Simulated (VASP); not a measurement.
The system is TePb.

```xyz
2
Lattice="0.0000 3.2944 3.2944 3.2944 0.0000 3.2944 3.2944 3.2944 0.0000" Properties=species:S:1:pos:R:3 pbc="T T T"
Pb    0.0000    0.0000    0.0000
Te    3.2944    3.2944    3.2944
```

Base run:

| Property | Result |
| --- | --- |
| Program | VASP 6.6.1 |
| Functional | RPBE |
| Dispersion | D4 |
| Potentials or basis | VASP PAW PBE potentials, release 64 (Pb_d, Te) |
| Cutoff | 520 eV |
| k mesh | 7 × 7 × 7 |
| Occupations | fermi-dirac, width 0.05 eV |
| Spin | no spin polarisation |

Its results: pressure 0.9 GPa.

The run is repeated on the same cell with these changes: functional from RPBE to revPBE. What comes out?

Pressure 0.5 GPa.

Caveats: the PAW data sets were made with another functional, which shifts forces and pressure a little.
